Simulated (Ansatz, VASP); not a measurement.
## TiAl2: VASP beside Ansatz

Contents of INCAR:

```
ALGO = Fast
EDIFF = 1E-6
ENCUT = 520
ISIF = 2
ISMEAR = 0
LASPH = T
LCHARG = T
LELF = T
LREAL = F
LVHAR = T
LWAVE = F
NBANDS = 27
NELM = 100
PREC = Accurate
SIGMA = 0.15
```

Contents of KPOINTS:

```
k-points
0
Gamma
  12 12 12
```

Contents of POSCAR:

```
TiAl2
1.0
    1.9840362136     -6.1348531186      0.0000000000
    1.9840362136      6.1348531186      0.0000000000
    0.0000000000      0.0000000000      3.7266182939
Ti Al
2 4
Direct
    0.6560576955      0.3439423045      0.0000000000
    0.3439423045      0.6560576955      0.0000000000
    0.0000000000      0.0000000000      0.0000000000
    0.8269820961      0.1730179039      0.5000000000
    0.1730179039      0.8269820961      0.5000000000
    0.5000000000      0.5000000000      0.5000000000
```

Input for Ansatz:

```yaml
crystal:
  lattice:
    - [1.9840362136, -6.1348531186, 0.0]
    - [1.9840362136, 6.1348531186, 0.0]
    - [0.0, 0.0, 3.7266182939]
  atoms:
    - { symbol: Ti, position: [0.6560576955, 0.3439423045, 0.0] }
    - { symbol: Ti, position: [0.3439423045, 0.6560576955, 0.0] }
    - { symbol: Al, position: [0.0, 0.0, 0.0] }
    - { symbol: Al, position: [0.8269820961, 0.1730179039, 0.5] }
    - { symbol: Al, position: [0.1730179039, 0.8269820961, 0.5] }
    - { symbol: Al, position: [0.5, 0.5, 0.5] }
basis:
  ecutwfc: 520.0
kpoints:
  mp_grid: { grid: [12, 12, 12] }
hamiltonian:
  xc: lda
  pseudopotentials: { kind: paw, azcp: { folder: soft_1 } }
scf:
  occupations: { method: gaussian, width: 0.15 }
output:
  forces: true
  stress: true
  eigenvalues: true
```

Change from the starting cell: volume 15.120 Å^3 an atom, stretch along c over the lengths across it, relative to the relaxed cell 0.9230.

Alike in both runs: task single point; functional LDA; k mesh 12 × 12 × 12; occupations gaussian, width 0.15 eV; no spin polarisation.

```csv
,VASP,Ansatz
version,VASP 6.6.1,Ansatz 0.2.0
potentials or method,"VASP PAW LDA potentials, release 64 (Ti_sv, Al), cutoff 520 eV","scalar-relativistic, plane waves, PAW"
valence electrons in the cell,36,36
```

|  | VASP | Ansatz | Ansatz less VASP |
| --- | --- | --- | --- |
| gap on the k mesh at the Fermi level (eV) | none | none | - |
| pressure (GPa) | 0.2 | 0.0 | -0.21 |
| traceless stress, the component that is largest in VASP (GPa) | 6.45 | 6.45 | +0.002 |
| rms of the force components (eV/Å) | 0.057 | 0.058 | +0.0014 |

Ansatz warns that its potentials were made for another functional, while VASP's fit it. LDA's correlation is that of Perdew and Zunger in VASP and of Perdew and Wang (1992) in Ansatz. Atom by atom the forces differ by 0.002 eV/Å (rms over components). A gap of «none» marks a metal or a gap that the smearing closes.
